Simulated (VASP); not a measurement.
# HfN (I-4m2) in VASP: a series of runs

The runs below take HfN through single point, with PBEsol.

Everything below comes from runs of VASP 6.6.1. Logs are shortened: lines on timing, memory, paths and dates and some standing lists are left out, and cuts for length are marked.

## (1) The cell of the first run

Symmetry: I-4m2, No. 119, tetragonal system. Conventional cell: a = 3.472 Å, b = 3.472 Å, c = 4.762 Å, α = 90.00°, β = 90.00°, γ = 90.00°. Within 2.8 Å of Hf (site symmetry -4m2) lie 4 N at 2.10 Å. N (site symmetry -4m2) has 4 Hf at 2.10 Å within 2.8 Å.

## (2) Single point, PBEsol (strain -0.0300 x Voigt [1, 0, 0, 0, 0, 0])

File INCAR:

```
PREC = Accurate
ENCUT = 520
EDIFF = 1E-7
ISMEAR = 0
SIGMA = 0.15
LREAL = F
LASPH = T
NELM = 100
ALGO = Normal
ISIF = 2
LWAVE = F
LCHARG = F
GGA = PS
NBANDS = 14
```

File KPOINTS:

```
regular mesh
0
Gamma
  16 16 16
```

File POSCAR:

```
HfN
1.0
    0.0000000000      2.4548220000      2.4548220000
    2.3811773400      0.0000000000      2.4548220000
    2.3811773400      2.4548220000      0.0000000000
Hf N
1 1
Direct
    0.0000000000      0.0000000000      0.0000000000
    0.7500000000      0.7500000000      0.7500000000
```

Potentials or basis: VASP PAW PBE potentials, release 64 (Hf_pv, N).

On the command line:

```sh
$ cat potpaw_PBE.64/Hf_pv/POTCAR potpaw_PBE.64/N/POTCAR > POTCAR
$ mpirun -np 1 vasp_std > vasp.out
```

OUTCAR:

```text
PREC = Accurate
   ENCUT = 520
   EDIFF = 1E-7
   ISMEAR = 0
   LREAL = F
   LASPH = T
   NELM = 100
   ISIF = 2
   GGA = PS

 ion  position               nearest neighbor table
   1  0.000  0.000  0.000-   2 2.10   2 2.10   2 2.10   2 2.10
   2  0.750  0.750  0.750-   1 2.10   1 2.10   1 2.10   1 2.10

  LATTYP: Found a body centered tetragonal cell.
 ALAT       =     3.4716425656
 C/A-ratio  =     1.3717871555

  Lattice vectors:

 A1 = (  -2.3811773400,   0.0000000000,  -2.4548220000)
 A2 = (  -2.3811773400,   0.0000000000,   2.4548220000)
 A3 = (   2.3811773400,   2.4548220000,   0.0000000000)

Analysis of symmetry for initial positions (statically):
=====================================================================
 Subroutine PRICEL returns:
 Original cell was already a primitive cell.

 Routine SETGRP: Setting up the symmetry group for a
 body centered tetragonal supercell.

 Subroutine GETGRP returns: Found  8 space group operations
 (whereof  8 operations were pure point group operations)
 out of a pool of 16 trial point group operations.

The static configuration has the point symmetry D_2d.

Analysis of symmetry for dynamics (positions and initial velocities):
=====================================================================
 Subroutine PRICEL returns:
 Original cell was already a primitive cell.

 Routine SETGRP: Setting up the symmetry group for a
 body centered tetragonal supercell.

 Subroutine GETGRP returns: Found  8 space group operations
 (whereof  8 operations were pure point group operations)
 out of a pool of 16 trial point group operations.

The dynamic configuration has the point symmetry D_2d.

 Subroutine INISYM returns: Found  8 space group operations
 (whereof  8 operations are pure point group operations),
 and found     1 'primitive' translations

----------------------------------------------------------------------------------------

                                     Primitive cell

  volume of cell :      28.6987

  direct lattice vectors                    reciprocal lattice vectors
     0.000000000  2.454822000  2.454822000    -0.209980160  0.203680756  0.203680756
     2.381177340  0.000000000  2.454822000     0.209980160 -0.203680756  0.203680756
     2.381177340  2.454822000  0.000000000     0.209980160  0.203680756 -0.203680756

  length of vectors
     3.471642566  3.419964412  3.419964412     0.356459490  0.356459490  0.356459490

  position of ions in fractional coordinates (direct lattice)
     0.000000000  0.000000000  0.000000000
     0.750000000  0.750000000  0.750000000

  ion indices of the primitive-cell ions
   primitive index   ion index
                 1           1
                 2           2

----------------------------------------------------------------------------------------

 KPOINTS: regular mesh

Automatic generation of k-mesh.
 Grid dimensions read from file:
 generate k-points for:   16   16   16

 Generating k-lattice:

  Cartesian coordinates                     Fractional coordinates (reciprocal lattice)
    -0.013123760  0.012730047  0.012730047     0.062500000  0.000000000  0.000000000
     0.013123760 -0.012730047  0.012730047     0.000000000  0.062500000  0.000000000
     0.013123760  0.012730047 -0.012730047     0.000000000  0.000000000  0.062500000

  Length of vectors
     0.022278718  0.022278718  0.022278718

  Shift w.r.t. Gamma in fractional coordinates (k-lattice)
     0.000000000  0.000000000  0.000000000

 Subroutine IBZKPT returns following result:
 ===========================================

 Found    349 irreducible k-points:

 Following reciprocal coordinates:
            Coordinates               Weight
  0.000000  0.000000  0.000000      1.000000
  0.062500  0.000000  0.000000      8.000000
  0.125000  0.000000  0.000000      8.000000
  0.187500  0.000000  0.000000      8.000000
  0.250000  0.000000  0.000000      8.000000
  0.312500 -0.000000 -0.000000      8.000000
[... 16 lines left out ...]
 -0.125000  0.062500  0.000000     16.000000
 -0.062500  0.062500  0.000000      8.000000
 [... further k-points ...]
   k-points           NKPTS =    349   k-points in BZ     NKDIM =    349   number of bands    NBANDS=     14
   number of dos      NEDOS =    301   number of ions     NIONS =      2
   total plane-waves  NPLWV =  21952
   dimension x,y,z NGX =    28 NGY =   28 NGZ =   28
   dimension x,y,z NGXF=    56 NGYF=   56 NGZF=   56
   ions per type =               1   1
   NGX,Y,Z   is equivalent  to a cutoff of  13.41, 13.61, 13.61 a.u.
   NGXF,Y,Z  is equivalent  to a cutoff of  26.82, 27.22, 27.22 a.u.
 SYSTEM =  unknown system
   PREC   = accura    normal or accurate (medium, high low for compatibility)
   ISTART =      0    job   : 0-new  1-cont  2-samecut
   ICHARG =      2    charge: 1-file 2-atom 10-const
   ISPIN  =      1    spin polarized calculation?
   LNONCOLLINEAR =      F non collinear calculations
   LSORBIT =      F    spin-orbit coupling
   LASPH  =      T    aspherical Exc in radial PAW
   ENCUT  =  520.0 eV  38.22 Ry    6.18 a.u.   6.45  6.36  6.36*2*pi/ulx,y,z
   NELM   =    100;   NELMIN=  2; NELMDL= -5     # of ELM steps
   EDIFF  = 0.1E-06   stopping-criterion for ELM
   LREAL  =      F    real-space projection
   EDIFFG = 0.1E-05   stopping-criterion for IOM
   NSW    =      0    number of steps for IOM
   IBRION =     -1    ionic relax: 0-MD 1-quasi-New 2-CG
   NFREE  =      0    steps in history (QN), initial steepest desc. (CG)
   ISIF   =      2    stress and relaxation
   ISYM   =      2    0-nonsym 1-usesym 2-fastsym
   POTIM  = 0.5000    time-step for ionic-motion
   TEBEG  =    0.0;   TEEND  =   0.0 temperature during run
   PSTRESS=    0.0 pullay stress
   NELECT =      15.0000    total number of electrons
   NUPDOWN=      -1.0000    fix difference up-down
   EMIN   =  10.00;   EMAX   =-10.00  energy-range for DOS
   EFERMI =   0.00;   METHOD = LEGACY
   ISMEAR =     0;   SIGMA  =   0.15  broadening in eV -4-tet -1-fermi 0-gaus
   EFERMI_NEDOS =   21; number of points for ismear=-14 and -15
   IALGO  =     38    algorithm
   IMIX   =      4    mixing-type and parameters
     AMIX     =   0.40;   BMIX     =  1.00
     AMIX_MAG =   1.60;   BMIX_MAG =  1.00
  volume/ion in A,a.u.               =      14.35        96.83
  Fermi-wavevector in a.u.,A,eV,Ry     =   1.318716  2.492012 23.660700  1.739012
  Thomas-Fermi vector in A             =   2.448666
   LORBIT       =      0    0 simple, 1 ext, 2 COOP (PROOUT), +10 PAW based schemes
   GGA     = PS    functional components
   LHFCALC =     F    Hartree Fock is set to
   AEXX    =    0.0000 exact exchange contribution
   IVDW    =     0    specifies the selected vdW correction
   LEPSILON=     F    determine dielectric tensor
   LRPA    =     F    only Hartree local field effects (RPA)
 non-spin polarized calculation
 Gauss-broadening in eV      SIGMA  =   0.15
  energy-cutoff  :      520.00
  volume of cell :       28.70
 maximum number of plane-waves:       793
 NGX is ok and might be reduce to    28
   NGX = 13   NGY = 13   NGZ = 13

 number of electron      15.0000002 magnetization

 Free energy of the ion-electron system (eV)
  ---------------------------------------------------
  ext. energy  EPLUGINS =         0.00000000
  ---------------------------------------------------
  free energy    TOTEN  =       -22.26403654 eV

  energy without entropy =      -22.25687865  energy(sigma->0) =      -22.26045760

 E-fermi :   5.8427     XC(G=0): -11.5430

 val. band max:        5.8422576091   @ k =  -0.1875   0.2500   0.1875
 cond. band min:       5.8745680165   @ k =  -0.4375   0.2500   0.1250
 fundamental gap:      0.0323104074
 Fermi energy:         5.8426854411

 k-point     1 :       0.0000    0.0000    0.0000
  band No.  band energies     occupation
      1     -25.1130      2.00000
      2     -25.1093      2.00000
      3     -25.1093      2.00000
      4     -10.4158      2.00000
      5       0.2229      2.00000
      6       0.2229      2.00000
      7       0.3041      2.00000
      8       5.1748      2.00000
      9       7.9109      0.00000
     10       8.3124      0.00000
     11      12.4475      0.00000
     12      12.4475      0.00000
     13      12.9540      0.00000
     14      18.2880      0.00000

 k-point     2 :       0.0625    0.0000    0.0000
  band No.  band energies     occupation
      1     -25.1325      2.00000
      2     -25.1138      2.00000
      3     -25.1123      2.00000
      4     -10.3647      2.00000
      5       0.1477      2.00000
      6       0.2521      2.00000
      7       0.3170      2.00000
      8       5.3969      1.99997
      9       7.8446      0.00000
     10       8.2303      0.00000
     11      12.4015      0.00000
     12      12.5624      0.00000
     13      12.9913      0.00000
     14      18.2776      0.00000

 k-point     3 :       0.1250    0.0000    0.0000
  band No.  band energies     occupation
      1     -25.1935      2.00000
      2     -25.1211      2.00000
      3     -25.1207      2.00000
      4     -10.2214      2.00000
      5      -0.0585      2.00000
      6       0.3325      2.00000
      7       0.3997      2.00000
      8       5.9737      0.21688
      9       7.6993      0.00000
     10       8.0443      0.00000
     11      12.1824      0.00000
     12      12.8209      0.00000
     13      13.1465      0.00000
     14      17.2878      0.00000
[... 324 lines left out ...]
 k-point    23 :      -0.1250    0.0625    0.0000
  band No.  band energies     occupation
      1     -25.2327      2.00000
      2     -25.1383      2.00000
      3     -25.1208      2.00000
      4     -10.1174      2.00000
      5      -0.1954      2.00000
      6       0.4026      2.00000
      7       0.4635      2.00000
      8       6.3616      0.00000
      9       7.5543      0.00000
     10       8.0273      0.00000
     11      12.1587      0.00000
     12      12.7162      0.00000
     13      13.3367      0.00000
     14      16.7532      0.00000

 k-point    24 :      -0.0625    0.0625    0.0000
  band No.  band energies     occupation
      1     -25.1650      2.00000
      2     -25.1232      2.00000
      3     -25.1147      2.00000
      4     -10.2825      2.00000
      5       0.0137      2.00000
      6       0.3138      2.00000
      7       0.3512      2.00000
      8       5.7390      1.67178
      9       7.7592      0.00000
     10       8.1223      0.00000
     11      12.4298      0.00000
     12      12.5315      0.00000
     13      13.1208      0.00000
     14      17.9552      0.00000

 [... further k-points ...]

------------------------ aborting loop because EDIFF is reached ----------------------------------------

  FORCE on cell =-STRESS in cart. coord.  units (eV):
  Direction    XX          YY          ZZ          XY          YZ          ZX
  --------------------------------------------------------------------------------------
  -------------------------------------------------------------------------------------
  Total        0.5210791     -0.2613807     -0.2613807      0.0000000      0.0000000      0.0000000
  in kB       29.0905870    -14.5922533    -14.5922533      0.0000000      0.0000000      0.0000000
  external PRESSURE =      -0.0313065 kB  Pullay stress =       0.0000000 kB

 VOLUME and BASIS-vectors are now :
 -----------------------------------------------------------------------------
  energy-cutoff  :      520.00
  volume of cell :       28.70
      direct lattice vectors                 reciprocal lattice vectors
     0.000000000  2.454822000  2.454822000    -0.209980160  0.203680756  0.203680756
     2.381177340  0.000000000  2.454822000     0.209980160 -0.203680756  0.203680756
     2.381177340  2.454822000  0.000000000     0.209980160  0.203680756 -0.203680756

 POSITION                                       TOTAL-FORCE (eV/Angst)
 -----------------------------------------------------------------------------------
      0.00000      0.00000      0.00000        -0.000000     -0.000000     -0.000000
      3.57177      3.68223      3.68223         0.000000      0.000000      0.000000
 -----------------------------------------------------------------------------------
    total drift:                               -0.000000      0.000000      0.000000

  FREE ENERGIE OF THE ION-ELECTRON SYSTEM (eV)
  ---------------------------------------------------
  free  energy   TOTEN  =       -22.2640365394 eV

  energy  without entropy=      -22.2568786536  energy(sigma->0) =      -22.26045760
```

Run time: 98 s. Hardware: 1 thread of Intel Xeon Platinum 8488C (Sapphire Rapids), shared host; peak memory 0.27 GiB.

What came out:

```
Free energy : -22.2640 eV
Pressure    : 0.0 GPa
```

Stress tensor (GPa, compression positive):
```
 2.91  0.00  0.00
 0.00 -1.46  0.00
 0.00  0.00 -1.46
```

Caveat: the cell differs from its parent crystal (strain -0.0300 x Voigt [1, 0, 0, 0, 0, 0]); the PAW data sets were made with another functional, which shifts forces and pressure a little; spin-orbit coupling is left out, which moves the levels of the heavy elements.

## (3) Single point, PBEsol (strain -0.0200 x Voigt [1, 0, 0, 0, 0, 0])

File INCAR:

```
SYSTEM = HfN
PREC = Accurate
ENCUT = 520
EDIFF = 1E-6
ISMEAR = 0
SIGMA = 0.15
LREAL = .FALSE.
LASPH = .TRUE.
NELM = 100
ALGO = Normal
ISIF = 2
LWAVE = .FALSE.
LCHARG = .FALSE.
GGA = PS
NBANDS = 14
```

File KPOINTS:

```
Automatic mesh
0
G
  16 16 16
  0 0 0
```

File POSCAR:

```
HfN
1.0
    0.0000000000      2.4548220000      2.4548220000
    2.4057255600      0.0000000000      2.4548220000
    2.4057255600      2.4548220000      0.0000000000
Hf N
1 1
Direct
    0.0000000000      0.0000000000      0.0000000000
    0.7500000000      0.7500000000      0.7500000000
```

Potentials or basis: VASP PAW PBE potentials, release 64 (Hf_pv, N).

On the command line:

```sh
$ cat potpaw_PBE.64/Hf_pv/POTCAR potpaw_PBE.64/N/POTCAR > POTCAR
$ mpirun -np 1 vasp_std > vasp.out
```

OUTCAR:

```text
SYSTEM = HfN
   PREC = Accurate
   ENCUT = 520
   EDIFF = 1E-6
   ISMEAR = 0
   LREAL = .FALSE.
   LASPH = .TRUE.
   NELM = 100
   ISIF = 2
   GGA = PS

 ion  position               nearest neighbor table
   1  0.000  0.000  0.000-   2 2.11   2 2.11   2 2.11   2 2.11
   2  0.750  0.750  0.750-   1 2.11   1 2.11   1 2.11   1 2.11

  LATTYP: Found a body centered tetragonal cell.
 ALAT       =     3.4716425656
 C/A-ratio  =     1.3859292911

  Lattice vectors:

[... 597 lines left out ...]

  FORCE on cell =-STRESS in cart. coord.  units (eV):
  Direction    XX          YY          ZZ          XY          YZ          ZX
  --------------------------------------------------------------------------------------
  -------------------------------------------------------------------------------------
  Total       -0.0151407     -0.5527560     -0.5527560      0.0000000      0.0000000      0.0000000
  in kB       -0.8366454    -30.5441438    -30.5441438      0.0000000      0.0000000      0.0000000
  external PRESSURE =     -20.6416443 kB  Pullay stress =       0.0000000 kB

 VOLUME and BASIS-vectors are now :
 -----------------------------------------------------------------------------
  energy-cutoff  :      520.00
  volume of cell :       28.99
      direct lattice vectors                 reciprocal lattice vectors
     0.000000000  2.454822000  2.454822000    -0.207837506  0.203680756  0.203680756
     2.405725560  0.000000000  2.454822000     0.207837506 -0.203680756  0.203680756
     2.405725560  2.454822000  0.000000000     0.207837506  0.203680756 -0.203680756

 POSITION                                       TOTAL-FORCE (eV/Angst)
 -----------------------------------------------------------------------------------
      0.00000      0.00000      0.00000         0.000000     -0.000000     -0.000000
      3.60859      3.68223      3.68223         0.000000      0.000000      0.000000
 -----------------------------------------------------------------------------------
    total drift:                                0.000000      0.000000      0.000000

  FREE ENERGIE OF THE ION-ELECTRON SYSTEM (eV)
  ---------------------------------------------------
  free  energy   TOTEN  =       -22.2668093909 eV

  energy  without entropy=      -22.2596571297  energy(sigma->0) =      -22.26323326
```

stdout:

```text
POSCAR found type information on POSCAR HfN
 POSCAR found :  2 types and       2 ions
 scaLAPACK will be used
 -----------------------------------------------------------------------------
|                                                                             |
|                                                                             |
|     You enforced a specific xc type in the INCAR file but a different       |
|     I HOPE YOU KNOW WHAT YOU ARE DOING!                                     |
|                                                                             |
 -----------------------------------------------------------------------------

 LDA part: xc-table for (Slater+PW92), standard interpolation
 POSCAR, INCAR and KPOINTS ok, starting setup
 FFT: planning ... GRIDC
 FFT: planning ... GRID_SOFT
 FFT: planning ... GRID
 WAVECAR not read
 entering main loop
```

Wall time 91 s (1 thread of Intel Xeon Platinum 8488C (Sapphire Rapids), shared host); peak memory 0.28 GiB.

What came out:

| Quantity | Value |
| --- | --- |
| Free energy | -22.2668 eV |
| Pressure | -2.1 GPa |

Stress tensor (GPa, compression positive):
```
-0.08  0.00  0.00
 0.00 -3.05  0.00
 0.00  0.00 -3.05
```

Caveat: the cell differs from its parent crystal (strain -0.0200 x Voigt [1, 0, 0, 0, 0, 0]); the PAW data sets were made with another functional, which shifts forces and pressure a little; spin-orbit coupling is left out, which moves the levels of the heavy elements.

## (4) Single point, PBEsol (strain -0.0100 x Voigt [1, 0, 0, 0, 0, 0])

File INCAR:

```
SYSTEM = HfN
ALGO = Normal ; EDIFF = 1E-7
ENCUT = 520 ; GGA = PS
ISIF = 2 ; ISMEAR = 0
LASPH = .TRUE. ; LCHARG = .FALSE.
LREAL = .FALSE. ; LWAVE = .FALSE.
NBANDS = 14 ; NELM = 100
PREC = Accurate ; SIGMA = 0.15
```

File KPOINTS:

```
k-points
0
G
  16 16 16
  0 0 0
```

File POSCAR:

```
HfN
1.0
    0.0000000000      2.4548220000      2.4548220000
    2.4302737800      0.0000000000      2.4548220000
    2.4302737800      2.4548220000      0.0000000000
Hf N
1 1
Direct
    0.0000000000      0.0000000000      0.0000000000
    0.7500000000      0.7500000000      0.7500000000
```

On the command line:

```sh
$ cat potpaw_PBE.64/Hf_pv/POTCAR potpaw_PBE.64/N/POTCAR > POTCAR
$ mpirun -np 1 vasp_std > vasp.out
```

It took 1.7 min on 1 thread of Intel Xeon Platinum 8488C (Sapphire Rapids), shared host; peak memory 0.27 GiB.

It converged, with:

| Item | Value |
| --- | --- |
| Free energy | -22.2641 eV |
| Pressure | -4.0 GPa |

Stress tensor (GPa, compression positive):
```
-3.03  0.00  0.00
 0.00 -4.54  0.00
 0.00  0.00 -4.54
```

Levels at points of the mesh, in eV from the Fermi level:
```
           k point  band 4  band 5  band 6  band 7  band 8  band 9  band 10  band 11  band 12  band 13
(0.00, 0.00, 0.00)  -16.15   -5.51   -5.51   -5.48   -0.71    2.16     2.29     6.60     6.60     6.76
(0.50, 0.00, 0.00)  -15.03   -5.75   -4.93   -4.88    1.56    2.73     2.74     4.21     5.31     5.32
(0.50, 0.50, 0.00)  -14.64   -6.99   -3.61   -3.58   -1.17    2.16     4.06     4.69     4.71    10.11
(0.00, 0.50, 0.50)  -14.65   -6.96   -3.63   -3.63   -1.10    2.19     4.05     4.71     4.71    10.32
```

Caveat: the cell differs from its parent crystal (strain -0.0100 x Voigt [1, 0, 0, 0, 0, 0]); the PAW data sets were made with another functional, which shifts forces and pressure a little; spin-orbit coupling is left out, which moves the levels of the heavy elements.

(Part 1 of 2 ends here.)
